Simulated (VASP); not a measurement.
Wanted: the native input for a VASP 6.6.1 run.

```yaml
Task: single point
Functional: PBE-based screened hybrid with 25 % exact exchange
Potentials_or_basis: VASP PAW PBE potentials, release 64 (H, Pb_d, N, O)
Cutoff: 520 eV
k_mesh: 2 × 3 × 2
Occupations: fermi-dirac, width 0.05 eV
Spin: no spin polarisation
Dipole_correction: no
Grid_for_exact_exchange_PRECFOCK: Fast
Share_of_exact_exchange: 0.25
Further_INCAR_settings: ALGO = Normal; EDIFF = 1e-06; NBANDS = 57
Screening_parameter: 0.3 1/Å
```

Crystal: HPbNO4.

```
H Pb N O
1.0
     6.85877    0.00000    0.00000
     0.00000    4.22865    0.00000
    -3.39101    0.00000    7.27459
H Pb N O
2 2 2 8
Direct
  0.22549 0.75000 0.50730
  0.77451 0.25000 0.49270
  0.30229 0.25000 0.28494
  0.69771 0.75000 0.71506
  0.21484 0.75000 0.83567
  0.78516 0.25000 0.16433
  0.33078 0.75000 0.45338
  0.40909 0.75000 0.86901
  0.15508 0.75000 0.96537
  0.07083 0.75000 0.66955
  0.66922 0.25000 0.54661
  0.59091 0.25000 0.13099
  0.84492 0.25000 0.03463
  0.92917 0.25000 0.33045
```

The input as run:

POSCAR

```
HPbNO4
1.0
    6.8587700000      0.0000000000      0.0000000000
    0.0000000000      4.2286500000      0.0000000000
   -3.3910100000      0.0000000000      7.2745900000
H Pb N O
2 2 2 8
Direct
    0.2254900000      0.7500000000      0.5073000000
    0.7745100000      0.2500000000      0.4927000000
    0.3022900000      0.2500000000      0.2849400000
    0.6977100000      0.7500000000      0.7150600000
    0.2148400000      0.7500000000      0.8356700000
    0.7851600000      0.2500000000      0.1643300000
    0.3307800000      0.7500000000      0.4533800000
    0.4090900000      0.7500000000      0.8690100000
    0.1550800000      0.7500000000      0.9653700000
    0.0708300000      0.7500000000      0.6695500000
    0.6692200000      0.2500000000      0.5466100000
    0.5909100000      0.2500000000      0.1309900000
    0.8449200000      0.2500000000      0.0346300000
    0.9291700000      0.2500000000      0.3304500000
```

INCAR.step1

```
SYSTEM = HPbNO4
ALGO = Normal ; EDIFF = 1E-5
ENCUT = 520 ; GGA = PE
ISIF = 2 ; ISMEAR = -1
LASPH = .TRUE. ; LREAL = .FALSE.
LUSENCCL = .FALSE. ; LWAVE = .TRUE.
NBANDS = 57 ; NELM = 80
PREC = Accurate ; SIGMA = 0.05
```

INCAR.step2

```
SYSTEM = HPbNO4
AEXX = 0.25 ; ALGO = Normal
EDIFF = 1E-6 ; ENCUT = 520
GGA = PE ; HFSCREEN = 0.3
ISIF = 2 ; ISMEAR = -1
ISTART = 1 ; LASPH = .TRUE.
LCHARG = .TRUE. ; LELF = .TRUE.
LHFCALC = .TRUE. ; LREAL = .FALSE.
LUSENCCL = .FALSE. ; LVHAR = .TRUE.
LWAVE = .FALSE. ; NBANDS = 57
NELM = 80 ; PREC = Accurate
PRECFOCK = Fast ; SIGMA = 0.05
```

KPOINTS

```
k-points
0
G
  2 3 2
  0 0 0
```

Potentials or basis: VASP PAW PBE potentials, release 64 (H, Pb_d, N, O).

Launch:

```sh
$ cat potpaw_PBE.64/H/POTCAR potpaw_PBE.64/Pb_d/POTCAR potpaw_PBE.64/N/POTCAR potpaw_PBE.64/O/POTCAR > POTCAR
$ cp INCAR.step1 INCAR
$ mpirun -np 1 vasp_std > vasp.out
$ cp INCAR.step2 INCAR
$ mpirun -np 1 vasp_std > vasp.out
```

It gave:

- Pressure: -3.1 GPa
- Largest force: 1.002 eV/Å
- Band gap on the k mesh: 4.19 eV (least direct gap 4.56 eV)

Caveat: the k points lie up to 0.51 Å⁻¹ apart; the standard files for N, O and F lose accuracy on very short bonds; the PAW data sets were made with another functional, which shifts forces and pressure a little; spin-orbit coupling is left out, which moves the levels of the heavy elements; an odd mesh through Γ misses points on the zone boundary, where band edges can lie.

Run time: 19 min on 1 × NVIDIA H100 80GB with 1 thread of AMD EPYC 7R13 Processor (Zen 3), on a shared host, peak memory 1.4 GiB.
